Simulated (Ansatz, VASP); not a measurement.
BN in VASP and in Ansatz

```
CELL_PARAMETERS angstrom
2.68154 0.00000 0.00000
-1.34077 2.17036 0.00000
0.00000 0.00000 6.59240
ATOMIC_POSITIONS crystal
B 0.82712 0.00000 0.50000
B 0.50651 0.66667 0.00000
N 0.17234 0.00000 0.00000
N 0.49409 0.33333 0.50000
```

Change from the starting cell: mode 4 frozen in at -0.434 Å, normal strain along x +0.0700.

Alike in both runs: task single point; functional PBE; dispersion D3(BJ); k mesh 12 × 12 × 4; occupations methfessel-paxton of order 1, width 0.05 eV; no spin polarisation.

```csv
,VASP,Ansatz
version,VASP 6.6.1,Ansatz 0.2.0
potentials or method,"VASP PAW PBE potentials, release 64 (B, N), cutoff 520 eV","scalar-relativistic, plane waves, PAW"
valence electrons in the cell,16,16
```

VASP gave:

| Quantity | Value |
| --- | --- |
| gap on the k mesh at the Fermi level (eV) | 3.10 |
| least direct gap on the mesh (eV) | 3.49 |
| pressure (GPa) | -19.8 |
| traceless stress, the component that is largest in VASP (GPa) | -31.87 |
| rms of the force components (eV/Å) | 0.266 |

Estimate Ansatz's values.

gap on the k mesh at the Fermi level (eV): 3.11; least direct gap on the mesh (eV): 3.49; pressure (GPa): -19.9; traceless stress, the component that is largest in VASP (GPa): -31.88; rms of the force components (eV/Å): 0.264.

Atom by atom the forces differ by 0.002 eV/Å (rms over components).
